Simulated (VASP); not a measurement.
# GeW: relaxation of cell and atoms with PBE+D4

Crystal: GeW.

```xyz
2
Lattice="0.0000 2.5776 2.5776 2.5776 0.0000 2.5776 2.5776 2.5776 0.0000" Properties=species:S:1:pos:R:3 pbc="T T T"
Ge    2.5776    2.5776    2.5776
W     0.0000    0.0000    0.0000
```

| Quantity | Value |
| --- | --- |
| Program | VASP 6.6.1 |
| Task | relaxation of cell and atoms |
| Functional | PBE |
| Dispersion | D4 |
| Potentials or basis | VASP PAW PBE potentials, release 64 (Ge_d, W_sv) |
| Cutoff | 600 eV |
| k mesh | 9 × 9 × 9 |
| Occupations | fermi-dirac, width 0.05 eV |
| Spin | no spin polarisation |
| Dipole correction | no |
| Further INCAR settings | ALGO = Normal; EDIFF = 1e-07; IBRION = 2; EDIFFG = -0.01; NSW = 60; ISIF = 3 |

The relaxed volume is 16.75 Å³/atom and the relaxed cell is a = 3.618 Å, b = 3.618 Å, c = 3.618 Å, α = 60.00°, β = 60.00°, γ = 60.00°. The space group after relaxing (to 0.05 Å) is Fm-3m (No. 225) and the energy gained by relaxing is 4.8 meV/atom. The ionic steps are 3, the pressure after relaxing is 0.0 GPa and the band gap on the k mesh is zero (band 14 reaches 9.91 eV, above the bottom of band 15 at 8.14 eV). The dispersion energy per atom is -0.524 eV.

The path:
```tsv
step	energy change (eV)	largest force (eV/Å)	pressure (GPa)	volume (Å³)
1	0.0000	0.0000	-3.94	34.25
2	0.0211	0.0000	7.89	32.20
3	-0.0095	0.0000	-0.05	33.50
```

Final structure:
```
CELL_PARAMETERS angstrom
0.00000 2.55864 2.55864
2.55864 0.00000 2.55864
2.55864 2.55864 0.00000
ATOMIC_POSITIONS crystal
Ge 0.50000 0.50000 0.50000
W 0.00000 0.00000 0.00000
```

Levels at points of the mesh, in eV from the Fermi level:
```
           k point  band 12  band 13  band 14  band 15  band 16  band 17
(0.00, 0.00, 0.00)    -1.67    -1.67    -0.89    -0.89     2.47     2.47
```

Wall time 90 s on 1 thread of Intel(R) Xeon(R) Platinum 8259CL CPU @ 2.50GHz (Skylake/Cascade Lake), with other jobs on the host, peak memory 0.19 GiB.

Caveat: spin-orbit coupling is left out, which moves the levels of the heavy elements; pairwise dispersion overbinds metals, which lowers pressure and volume.
